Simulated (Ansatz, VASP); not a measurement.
## SiC: VASP beside Ansatz

```
CELL_PARAMETERS angstrom
3.07520 0.00000 0.00000
-1.53760 2.66320 0.00000
0.00000 0.00000 5.04817
ATOMIC_POSITIONS crystal
Si 0.33333 0.66667 0.00460
Si 0.66667 0.33333 0.50460
C 0.33333 0.66667 0.38040
C 0.66667 0.33333 0.88040
```

Alike in both runs: task single point; functional r2SCAN; k mesh 12 × 12 × 6; occupations gaussian, width 0.02 eV; no spin polarisation.

```csv
,VASP,Ansatz
version,VASP 6.6.1,Ansatz 0.2.0
potentials or method,"VASP PAW PBE potentials, release 64 (Si, C), cutoff 520 eV","scalar-relativistic, plane waves, PAW"
valence electrons in the cell,16,16
```

```tsv
	VASP	Ansatz	Ansatz less VASP
gap on the k mesh at the Fermi level (eV)	2.66	2.65	-0.007
least direct gap on the mesh (eV)	4.48	4.48	-0.009
```

VASP's potentials were made for PBE, not for r2SCAN. The functional is the same, so the differences come from potentials, cutoffs and numerics.
